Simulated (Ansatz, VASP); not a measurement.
SnTe: VASP beside Ansatz

```
CELL_PARAMETERS angstrom
5.53049 0.00000 0.00000
0.00000 5.53049 0.00000
0.00000 0.00000 4.44114
ATOMIC_POSITIONS crystal
Sn 0.00000 0.50000 0.31981
Sn 0.50000 0.00000 0.68019
Te 0.50000 0.50000 0.00000
Te 0.00000 0.00000 0.00000
```

Alike in both runs: functional PBE; k mesh 8 × 8 × 10; occupations gaussian, width 0.1 eV; no spin polarisation.

Ansatz relaxed the structure, and its values are those at the end. VASP's run is a single point on that final structure, the one shown.

|  | VASP | Ansatz |
| --- | --- | --- |
| version | VASP 6.6.1 | Ansatz 0.2.0 |
| potentials or method | VASP PAW PBE potentials, release 64 (Sn_d, Te), cutoff 520 eV | scalar-relativistic, plane waves, PAW |
| valence electrons in the cell | 40 | 60 |

|  | VASP | Ansatz | Ansatz less VASP |
| --- | --- | --- | --- |
| gap on the k mesh at the Fermi level (eV) | none | none | - |
| pressure (GPa) | 0.0 | 0.0 | +0.02 |

A gap of «none» marks a metal or a gap that the smearing closes. VASP's potentials hold 40 valence electrons a cell and Ansatz's 60, so a difference there can come from the potentials and not from the codes.

Spin-orbit coupling is off throughout.
